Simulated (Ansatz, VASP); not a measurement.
## One calculation of BiCl5, two programs

INCAR

```
PREC = Accurate
ENCUT = 520
EDIFF = 1E-7
ISMEAR = 0
SIGMA = 0.01
LREAL = False
LASPH = True
NELM = 60
ALGO = Normal
ISIF = 2
LWAVE = False
LCHARG = True
GGA = PE
LELF = True
LVHAR = True
NBANDS = 34
```

File KPOINTS:

```
regular mesh
0
Gamma
  1 1 1
```

Contents of POSCAR:

```
BiCl5
1.0
   13.8800000000      0.0000000000      0.0000000000
    0.0000000000     13.8800000000      0.0000000000
    0.0000000000      0.0000000000     11.9800000000
Bi Cl
1 5
Direct
    0.5001750700      0.5001750700      0.4193439100
    0.5001750700      0.5001750700      0.6241427400
    0.6761433700      0.5001750700      0.3756260400
    0.5001750700      0.6761433700      0.3756260400
    0.3242074900      0.5001750700      0.3756260400
    0.5001750700      0.3242074900      0.3756260400
```

Input for Ansatz:

```yaml
crystal:
  lattice:
    - [13.88, 0.0, 0.0]
    - [0.0, 13.88, 0.0]
    - [0.0, 0.0, 11.98]
  atoms:
    - { symbol: Bi, position: [0.50017507, 0.50017507, 0.41934391] }
    - { symbol: Cl, position: [0.50017507, 0.50017507, 0.62414274] }
    - { symbol: Cl, position: [0.67614337, 0.50017507, 0.37562604] }
    - { symbol: Cl, position: [0.50017507, 0.67614337, 0.37562604] }
    - { symbol: Cl, position: [0.32420749, 0.50017507, 0.37562604] }
    - { symbol: Cl, position: [0.50017507, 0.32420749, 0.37562604] }
basis:
  ecutwfc: 420
  ecutrho_ratio: 4
kpoints:
  mp_grid: { grid: [1, 1, 1] }
hamiltonian:
  xc: pbe
scf:
  occupations: { method: gaussian, width: 0.01 }
output:
  forces: true
  eigenvalues: true
  populations: true
```

Alike in both runs: task single point; functional PBE; k mesh 1 × 1 × 1; occupations gaussian, width 0.01 eV; no spin polarisation.

|  | VASP | Ansatz |
| --- | --- | --- |
| version | VASP 6.6.1 | Ansatz 0.2.0 |
| potentials or method | VASP PAW PBE potentials, release 64 (Bi_d, Cl), cutoff 520 eV | scalar-relativistic, plane waves, PAW |
| valence electrons in the cell | 50 | 50 |

|  | VASP | Ansatz | Ansatz less VASP |
| --- | --- | --- | --- |
| gap on the k mesh at the Fermi level (eV) | 0.83 | 0.81 | -0.012 |
| rms of the force components (eV/Å) | 0.179 | 0.174 | -0.0057 |

Atom by atom the forces differ by 0.006 eV/Å (rms over components). Ansatz's warnings: structure snapped to symmetry.

Neither program's run includes spin-orbit coupling.
